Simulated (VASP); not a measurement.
# Si2Ge (I4/mmm) in VASP: a series of runs

Runs on Si2Ge. Level: PBE. Tasks: single point, relaxation of cell and atoms.

Program: VASP 6.6.1. These are calculated values, not measurements. Logs are shortened: lines on timing, memory, paths and dates and some standing lists are left out, and cuts for length are marked.

## Step 1: The cell of the first run

Symmetry: I4/mmm, No. 139, tetragonal system. Conventional cell: a = 2.789 Å, b = 2.789 Å, c = 12.677 Å, α = 90.00°, β = 90.00°, γ = 90.00°. Si (site symmetry 4mm) has 8 Si at 2.74 to 2.79 Å and 4 Ge at 2.97 Å within 3.6 Å. Within 3.7 Å of Ge (site symmetry 4/mmm) lie 4 Ge at 2.79 Å and 8 Si at 2.97 Å.

## Step 2: Single point, PBE

Input file INCAR:

```
PREC = Accurate
ENCUT = 520
EDIFF = 1E-6
ISMEAR = 0
SIGMA = 0.1
LREAL = False
LASPH = True
NELM = 60
ALGO = Normal
ISIF = 2
LWAVE = False
LCHARG = False
GGA = PE
NBANDS = 18
```

Input file KPOINTS:

```
regular mesh
0
Gamma
  8 8 8
```

Input file POSCAR:

```
Si2Ge
1.0
   -1.3946373326      1.3946373326      6.3385987278
    1.3946373326     -1.3946373326      6.3385987278
    1.3946373326      1.3946373326     -6.3385987278
Si Ge
2 1
Direct
    0.6751965819      0.6751965819      0.0000000000
    0.3248034181      0.3248034181      0.0000000000
    0.0000000000      0.0000000000      0.0000000000
```

Potentials or basis: VASP PAW PBE potentials, release 64 (Si, Ge_d).

Launch:

```console
> cat potpaw_PBE.64/Si/POTCAR potpaw_PBE.64/Ge_d/POTCAR > POTCAR
> mpirun -np 1 vasp_std > vasp.out
```

OUTCAR:

```text
PREC = Accurate
   ENCUT = 520
   EDIFF = 1E-6
   ISMEAR = 0
   LREAL = False
   LASPH = True
   NELM = 60
   ISIF = 2
   GGA = PE

 ion  position               nearest neighbor table
   1  0.675  0.675  0.000-   2 2.74   2 2.74   2 2.74   2 2.74   3 2.97   3 2.97   3 2.97   3 2.97

   2  0.325  0.325  0.000-   1 2.74   1 2.74   1 2.74   1 2.74   3 2.97   3 2.97   3 2.97   3 2.97

   3  0.000  0.000  0.000-   1 2.97   1 2.97   2 2.97   1 2.97   2 2.97   2 2.97   1 2.97   2 2.97

  LATTYP: Found a body centered tetragonal cell.
 ALAT       =     2.7892746652
 C/A-ratio  =     4.5449799598

  Lattice vectors:

 A1 = (  -1.3946373326,   1.3946373326,   6.3385987278)
 A2 = (   1.3946373326,  -1.3946373326,   6.3385987278)
 A3 = (   1.3946373326,   1.3946373326,  -6.3385987278)

Analysis of symmetry for initial positions (statically):
=====================================================================
 Subroutine PRICEL returns:
 Original cell was already a primitive cell.

 Routine SETGRP: Setting up the symmetry group for a
 body centered tetragonal supercell.

 Subroutine GETGRP returns: Found 16 space group operations
 (whereof 16 operations were pure point group operations)
 out of a pool of 16 trial point group operations.

The static configuration has the point symmetry D_4h.

Analysis of symmetry for dynamics (positions and initial velocities):
=====================================================================
 Subroutine PRICEL returns:
 Original cell was already a primitive cell.

 Routine SETGRP: Setting up the symmetry group for a
 body centered tetragonal supercell.

 Subroutine GETGRP returns: Found 16 space group operations
 (whereof 16 operations were pure point group operations)
 out of a pool of 16 trial point group operations.

The dynamic configuration has the point symmetry D_4h.

 Subroutine INISYM returns: Found 16 space group operations
 (whereof 16 operations are pure point group operations),
 and found     1 'primitive' translations

----------------------------------------------------------------------------------------

                                     Primitive cell

  volume of cell :      49.3146

  direct lattice vectors                    reciprocal lattice vectors
    -1.394637333  1.394637333  6.338598728     0.000000000  0.358516145  0.078881788
     1.394637333 -1.394637333  6.338598728     0.358516145  0.000000000  0.078881788
     1.394637333  1.394637333 -6.338598728     0.358516145  0.358516145  0.000000000

  length of vectors
     6.638362781  6.638362781  6.638362781     0.367091491  0.367091491  0.507018394

  position of ions in fractional coordinates (direct lattice)
     0.675196582  0.675196582  0.000000000
     0.324803418  0.324803418  0.000000000
     0.000000000  0.000000000  0.000000000

  ion indices of the primitive-cell ions
   primitive index   ion index
                 1           1
                 2           2
                 3           3

----------------------------------------------------------------------------------------

 KPOINTS: regular mesh

Automatic generation of k-mesh.
 Grid dimensions read from file:
 generate k-points for:    8    8    8

 Generating k-lattice:

  Cartesian coordinates                     Fractional coordinates (reciprocal lattice)
     0.000000000  0.044814518  0.009860223     0.125000000  0.000000000  0.000000000
     0.044814518  0.000000000  0.009860223     0.000000000  0.125000000  0.000000000
     0.044814518  0.044814518  0.000000000     0.000000000  0.000000000  0.125000000

  Length of vectors
     0.045886436  0.045886436  0.063377299

  Shift w.r.t. Gamma in fractional coordinates (k-lattice)
     0.000000000  0.000000000  0.000000000

 Subroutine IBZKPT returns following result:
 ===========================================

 Found     59 irreducible k-points:

 Following reciprocal coordinates:
            Coordinates               Weight
  0.000000  0.000000  0.000000      1.000000
  0.125000  0.000000  0.000000      8.000000
  0.250000  0.000000  0.000000      8.000000
  0.375000  0.000000  0.000000      8.000000
  0.500000  0.000000  0.000000      4.000000
  0.125000  0.125000  0.000000      8.000000
[... 16 lines left out ...]
  0.250000  0.125000  0.125000     16.000000
  0.375000  0.125000  0.125000      8.000000
 [... further k-points ...]
   k-points           NKPTS =     59   k-points in BZ     NKDIM =     59   number of bands    NBANDS=     18
   number of dos      NEDOS =    301   number of ions     NIONS =      3
   total plane-waves  NPLWV = 125000
   dimension x,y,z NGX =    50 NGY =   50 NGZ =   50
   dimension x,y,z NGXF=   100 NGYF=  100 NGZF=  100
   ions per type =               2   1
   NGX,Y,Z   is equivalent  to a cutoff of  12.52, 12.52, 12.52 a.u.
   NGXF,Y,Z  is equivalent  to a cutoff of  25.04, 25.04, 25.04 a.u.
 SYSTEM =  unknown system
   PREC   = accura    normal or accurate (medium, high low for compatibility)
   ISTART =      0    job   : 0-new  1-cont  2-samecut
   ICHARG =      2    charge: 1-file 2-atom 10-const
   ISPIN  =      1    spin polarized calculation?
   LNONCOLLINEAR =      F non collinear calculations
   LSORBIT =      F    spin-orbit coupling
   LASPH  =      T    aspherical Exc in radial PAW
   ENCUT  =  520.0 eV  38.22 Ry    6.18 a.u.  12.34 12.34 12.34*2*pi/ulx,y,z
   NELM   =     60;   NELMIN=  2; NELMDL= -5     # of ELM steps
   EDIFF  = 0.1E-05   stopping-criterion for ELM
   LREAL  =      F    real-space projection
   EDIFFG = 0.1E-04   stopping-criterion for IOM
   NSW    =      0    number of steps for IOM
   IBRION =     -1    ionic relax: 0-MD 1-quasi-New 2-CG
   NFREE  =      0    steps in history (QN), initial steepest desc. (CG)
   ISIF   =      2    stress and relaxation
   ISYM   =      2    0-nonsym 1-usesym 2-fastsym
   POTIM  = 0.5000    time-step for ionic-motion
   TEBEG  =    0.0;   TEEND  =   0.0 temperature during run
   PSTRESS=    0.0 pullay stress
   NELECT =      22.0000    total number of electrons
   NUPDOWN=      -1.0000    fix difference up-down
   EMIN   =  10.00;   EMAX   =-10.00  energy-range for DOS
   EFERMI =   0.00;   METHOD = LEGACY
   ISMEAR =     0;   SIGMA  =   0.10  broadening in eV -4-tet -1-fermi 0-gaus
   EFERMI_NEDOS =   21; number of points for ismear=-14 and -15
   IALGO  =     38    algorithm
   IMIX   =      4    mixing-type and parameters
     AMIX     =   0.40;   BMIX     =  1.00
     AMIX_MAG =   1.60;   BMIX_MAG =  1.00
  volume/ion in A,a.u.               =      16.44       110.93
  Fermi-wavevector in a.u.,A,eV,Ry     =   1.250903  2.363865 21.289844  1.564759
  Thomas-Fermi vector in A             =   2.384876
   LORBIT       =      0    0 simple, 1 ext, 2 COOP (PROOUT), +10 PAW based schemes
   GGA     = PE    functional components
   LHFCALC =     F    Hartree Fock is set to
   AEXX    =    0.0000 exact exchange contribution
   IVDW    =     0    specifies the selected vdW correction
   LEPSILON=     F    determine dielectric tensor
   LRPA    =     F    only Hartree local field effects (RPA)
 non-spin polarized calculation
 Gauss-broadening in eV      SIGMA  =   0.10
  energy-cutoff  :      520.00
  volume of cell :       49.31
 maximum number of plane-waves:      1348
 NGX is ok and might be reduce to    50
   NGX = 25   NGY = 25   NGZ = 25

 number of electron      21.9999996 magnetization

 Free energy of the ion-electron system (eV)
  ---------------------------------------------------
  ext. energy  EPLUGINS =         0.00000000
  ---------------------------------------------------
  free energy    TOTEN  =       -13.82031186 eV

  energy without entropy =      -13.81488849  energy(sigma->0) =      -13.81760017

 E-fermi :   8.4852     XC(G=0): -11.1163

 val. band max:        8.4209531250   @ k =  -0.3750   0.5000   0.1250
 cond. band min:       8.4925488453   @ k =   0.5000   0.5000   0.1250
 fundamental gap:      0.0715957204
 Fermi energy:         8.4852420595

 k-point     1 :       0.0000    0.0000    0.0000
  band No.  band energies     occupation
      1     -16.3545      2.00000
      2     -16.2882      2.00000
      3     -16.2051      2.00000
      4     -16.2051      2.00000
      5     -16.1657      2.00000
      6      -5.2292      2.00000
[... 10 lines left out ...]
     17      16.1770      0.00000
     18      17.6042      0.00000

 k-point     2 :       0.1250    0.0000    0.0000
  band No.  band energies     occupation
      1     -16.3391      2.00000
      2     -16.2789      2.00000
      3     -16.2149      2.00000
      4     -16.2043      2.00000
      5     -16.1731      2.00000
      6      -4.9210      2.00000
[... 10 lines left out ...]
     17      16.7915      0.00000
     18      17.3825      0.00000

 k-point     3 :       0.2500    0.0000    0.0000
  band No.  band energies     occupation
      1     -16.3170      2.00000
      2     -16.2412      2.00000
      3     -16.2383      2.00000
      4     -16.2023      2.00000
      5     -16.1909      2.00000
      6      -3.9985      2.00000
[... 10 lines left out ...]
     17      15.9908      0.00000
     18      18.1906      0.00000

 k-point     4 :       0.3750    0.0000    0.0000
  band No.  band energies     occupation
      1     -16.3073      2.00000
      2     -16.2615      2.00000
      3     -16.2086      2.00000
      4     -16.2003      2.00000
      5     -16.1913      2.00000
      6      -2.4722      2.00000
[... 375 lines left out ...]
      4     -16.2326      2.00000
      5     -16.2211      2.00000
      6      -2.8281      2.00000
[... 10 lines left out ...]
     17      14.4357      0.00000
     18      16.4098      0.00000

 k-point    23 :       0.2500    0.1250    0.1250
  band No.  band energies     occupation
      1     -16.2565      2.00000
      2     -16.2438      2.00000
      3     -16.2344      2.00000
      4     -16.2312      2.00000
      5     -16.1767      2.00000
      6      -1.3090      2.00000
[... 10 lines left out ...]
     17      13.7968      0.00000
     18      15.7010      0.00000

 k-point    24 :       0.3750    0.1250    0.1250
  band No.  band energies     occupation
      1     -16.2657      2.00000
      2     -16.2522      2.00000
      3     -16.2337      2.00000
      4     -16.2301      2.00000
      5     -16.1527      2.00000
      6       0.6235      2.00000
[... 10 lines left out ...]
     17      12.4997      0.00000
     18      15.7969      0.00000

 [... further k-points ...]

------------------------ aborting loop because EDIFF is reached ----------------------------------------

  FORCE on cell =-STRESS in cart. coord.  units (eV):
  Direction    XX          YY          ZZ          XY          YZ          ZX
  --------------------------------------------------------------------------------------
  -------------------------------------------------------------------------------------
  Total        0.0091954      0.0091954     -0.0309474      0.0000000      0.0000000      0.0000000
  in kB        0.2987480      0.2987480     -1.0054466      0.0000000      0.0000000      0.0000000
  external PRESSURE =      -0.1359835 kB  Pullay stress =       0.0000000 kB

 VOLUME and BASIS-vectors are now :
 -----------------------------------------------------------------------------
  energy-cutoff  :      520.00
  volume of cell :       49.31
      direct lattice vectors                 reciprocal lattice vectors
    -1.394637333  1.394637333  6.338598728     0.000000000  0.358516145  0.078881788
     1.394637333 -1.394637333  6.338598728     0.358516145  0.000000000  0.078881788
     1.394637333  1.394637333 -6.338598728     0.358516145  0.358516145  0.000000000

 POSITION                                       TOTAL-FORCE (eV/Angst)
 -----------------------------------------------------------------------------------
      0.00000      0.00000      8.55960        -0.000000     -0.000000      0.023225
      0.00000      0.00000      4.11760         0.000000      0.000000     -0.023225
      0.00000      0.00000      0.00000         0.000000      0.000000     -0.000000
 -----------------------------------------------------------------------------------
    total drift:                                0.000000      0.000000     -0.000000

  FREE ENERGIE OF THE ION-ELECTRON SYSTEM (eV)
  ---------------------------------------------------
  free  energy   TOTEN  =       -13.8203118555 eV

  energy  without entropy=      -13.8148884907  energy(sigma->0) =      -13.81760017
```

Wall time 70 s (1 thread of Intel Xeon 6975P-C (Granite Rapids), shared host); peak memory 0.34 GiB.

Results:

* Free energy: -13.8203 eV
* Pressure: 0.0 GPa
* Largest force: 0.023 eV/Å
* Band gap on the k mesh: zero (bands 11 and 12 overlap by 6.45 eV)

Forces in eV/Å, atoms in the order of the input:
```
Si   0.000  0.000  0.023
Si   0.000  0.000 -0.023
Ge   0.000  0.000  0.000
```

## Step 3: Single point, PBE

This run uses another cell than the first one, of 16.56 Å³/atom.

Input file INCAR:

```
  ALGO = Normal
  EDIFF = 1E-7
  ENCUT = 520
  GGA = PE
  ISIF = 2
  ISMEAR = 0
  LASPH = T
  LCHARG = F
  LREAL = F
  LWAVE = F
  NBANDS = 18
  NELM = 100
  PREC = Accurate
  SIGMA = 0.1
```

Input file KPOINTS:

```
k-points
0
Gamma
  8 8 8
```

Input file POSCAR:

```
Si2Ge
1.0
   -1.4304896700      1.4304896700      6.0690536700
    1.4304896700     -1.4304896700      6.0690536700
    1.4304896700      1.4304896700     -6.0690536700
Si Ge
2 1
Direct
    0.6666666700      0.6666666700      0.0000000000
    0.3333333300      0.3333333300      0.0000000000
    0.0000000000      0.0000000000      0.0000000000
```

Potentials or basis: VASP PAW PBE potentials, release 64 (Si, Ge_d).

Launch:

```console
> cat potpaw_PBE.64/Si/POTCAR potpaw_PBE.64/Ge_d/POTCAR > POTCAR
> mpirun -np 1 vasp_std > vasp.out
```

OUTCAR:

```text
EDIFF = 1E-7
   ENCUT = 520
   GGA = PE
   ISIF = 2
   ISMEAR = 0
   LASPH = T
   LREAL = F
   NELM = 100
   PREC = Accurate

 ion  position               nearest neighbor table
   1  0.667  0.667  0.000-   2 2.86   2 2.86   2 2.86   2 2.86   3 2.86   3 2.86   3 2.86   3 2.86

   2  0.333  0.333  0.000-   1 2.86   1 2.86   1 2.86   1 2.86   3 2.86   3 2.86   3 2.86   3 2.86

   3  0.000  0.000  0.000-   2 2.86   1 2.86   1 2.86   1 2.86   1 2.86   2 2.86   2 2.86   2 2.86

  LATTYP: Found a body centered tetragonal cell.
 ALAT       =     2.8609793400
 C/A-ratio  =     4.2426406826

  Lattice vectors:

 A1 = (  -1.4304896700,   1.4304896700,   6.0690536700)
 A2 = (   1.4304896700,  -1.4304896700,   6.0690536700)
 A3 = (   1.4304896700,   1.4304896700,  -6.0690536700)

Analysis of symmetry for initial positions (statically):
=====================================================================
 Subroutine PRICEL returns:
 Original cell was already a primitive cell.

 Routine SETGRP: Setting up the symmetry group for a
 body centered tetragonal supercell.
[... 166 lines left out ...]

  energy without entropy =      -13.70791965  energy(sigma->0) =      -13.71247762

 E-fermi :   8.4712     XC(G=0): -11.0921

 val. band max:        8.4654832432   @ k =  -0.3750   0.2500   0.0000
 cond. band min:       8.4802452179   @ k =  -0.1250   0.5000   0.1250
 fundamental gap:      0.0147619748
 Fermi energy:         8.4712307283

 k-point     1 :       0.0000    0.0000    0.0000
  band No.  band energies     occupation
      1     -16.4380      2.00000
      2     -16.3616      2.00000
      3     -16.3042      2.00000
      4     -16.3042      2.00000
      5     -16.2866      2.00000
      6      -5.2537      2.00000
[... 481 lines left out ...]
      5     -16.2667      2.00000
      6       0.2799      2.00000
[... 10 lines left out ...]
     17      12.0881      0.00000
     18      15.8690      0.00000

 [... further k-points ...]

------------------------ aborting loop because EDIFF is reached ----------------------------------------

  FORCE on cell =-STRESS in cart. coord.  units (eV):
  Direction    XX          YY          ZZ          XY          YZ          ZX
  --------------------------------------------------------------------------------------
  -------------------------------------------------------------------------------------
  Total        0.0065861      0.0065861      0.5479618      0.0000000     -0.0000000      0.0000000
  in kB        0.2124166      0.2124166     17.6730077      0.0000000     -0.0000000      0.0000000
  external PRESSURE =       6.0326136 kB  Pullay stress =       0.0000000 kB

 VOLUME and BASIS-vectors are now :
 -----------------------------------------------------------------------------
  energy-cutoff  :      520.00
  volume of cell :       49.68
      direct lattice vectors                 reciprocal lattice vectors
    -1.430489670  1.430489670  6.069053670     0.000000000  0.349530661  0.082385167
     1.430489670 -1.430489670  6.069053670     0.349530661  0.000000000  0.082385167
     1.430489670  1.430489670 -6.069053670     0.349530661  0.349530661  0.000000000

 POSITION                                       TOTAL-FORCE (eV/Angst)
 -----------------------------------------------------------------------------------
      0.00000      0.00000      8.09207         0.000000      0.000000      0.601110
      0.00000      0.00000      4.04604        -0.000000     -0.000000     -0.601110
      0.00000      0.00000      0.00000         0.000000      0.000000     -0.000000
 -----------------------------------------------------------------------------------
    total drift:                                0.000000     -0.000000      0.000000

  FREE ENERGIE OF THE ION-ELECTRON SYSTEM (eV)
  ---------------------------------------------------
  free  energy   TOTEN  =       -13.7170355881 eV

  energy  without entropy=      -13.7079196451  energy(sigma->0) =      -13.71247762
```

OSZICAR:

```text
N       E                     dE             d eps       ncg     rms          rms(c)
DAV:   1     0.113581299060E+03    0.11358E+03   -0.10551E+04  2400   0.237E+03
DAV:   2    -0.210508760358E+00   -0.11379E+03   -0.10973E+03  2296   0.493E+02
DAV:   3    -0.134360318841E+02   -0.13226E+02   -0.12999E+02  2632   0.943E+01
DAV:   4    -0.137629198861E+02   -0.32689E+00   -0.32474E+00  2582   0.141E+01
DAV:   5    -0.137685661445E+02   -0.56463E-02   -0.56451E-02  2648   0.218E+00    0.321E+00
DAV:   6    -0.137329578217E+02    0.35608E-01   -0.45995E-02  2738   0.247E+00    0.182E+00
DAV:   7    -0.137175887907E+02    0.15369E-01   -0.25204E-02  2812   0.115E+00    0.188E-01
DAV:   8    -0.137170890667E+02    0.49972E-03   -0.95399E-04  2686   0.306E-01    0.112E-01
DAV:   9    -0.137170376533E+02    0.51413E-04   -0.19682E-04  2928   0.230E-01    0.325E-02
DAV:  10    -0.137170357947E+02    0.18586E-05   -0.21398E-05  2724   0.423E-02    0.580E-03
DAV:  11    -0.137170359529E+02   -0.15816E-06   -0.22440E-06  3008   0.222E-02    0.157E-03
DAV:  12    -0.137170357517E+02    0.20118E-06   -0.10368E-07  1430   0.232E-03    0.105E-03
DAV:  13    -0.137170355973E+02    0.15445E-06   -0.15962E-08  1324   0.192E-03    0.108E-04
DAV:  14    -0.137170355881E+02    0.91304E-08   -0.30566E-09  1306   0.537E-04
   1 F= -.13717036E+02 E0= -.13712478E+02  d E =-.911594E-02
```

It took 58 s on 1 thread of Intel Xeon 6975P-C (Granite Rapids), shared host; peak memory 0.33 GiB.

What came out:

```yaml
Free_energy: -13.7170 eV
Pressure: 0.6 GPa
Largest_force: 0.601 eV/Å
Band_gap_on_the_k_mesh: zero (bands 11 and 12 overlap by 6.39 eV)
```

Forces in eV/Å, atoms in the order of the input:
```
Si   0.000  0.000  0.601
Si   0.000  0.000 -0.601
Ge   0.000  0.000  0.000
```

(Part 1 of 2 ends here.)
